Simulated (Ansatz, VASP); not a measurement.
One calculation of GePt, two programs

```
Ge Pt
1.0
     3.94197    0.00000    0.00000
     0.00000    3.94197    0.00000
     0.00000    0.00000    5.80905
Ge Pt
2 2
Direct
  0.00000 0.50000 0.27609
  0.50000 0.00000 0.72391
  0.00000 0.00000 0.00000
  0.50000 0.50000 0.00000
```

Alike in both runs: functional PBE; k mesh 12 × 12 × 8; occupations gaussian, width 0.1 eV; no spin polarisation.

Ansatz relaxed the structure, and its values are those at the end. VASP's run is a single point on that final structure, the one shown.

|  | VASP | Ansatz |
| --- | --- | --- |
| version | VASP 6.6.1 | Ansatz 0.2.0 |
| potentials or method | VASP PAW PBE potentials, release 64 (Ge_d, Pt), cutoff 520 eV | scalar-relativistic, plane waves, PAW |
| valence electrons in the cell | 48 | 64 |

VASP gave:

* gap on the k mesh at the Fermi level (eV): none
* pressure (GPa): 0.0
* rms of the force components (eV/Å): 0.007

**Question.** Which values does Ansatz return?

**Answer.** gap on the k mesh at the Fermi level (eV): none; pressure (GPa): 0.0; rms of the force components (eV/Å): 0.000.

A gap of «none» marks a metal or a gap that the smearing closes. VASP's potentials hold 48 valence electrons a cell and Ansatz's 64, so a difference there can come from the potentials and not from the codes.

Spin-orbit coupling is off throughout.
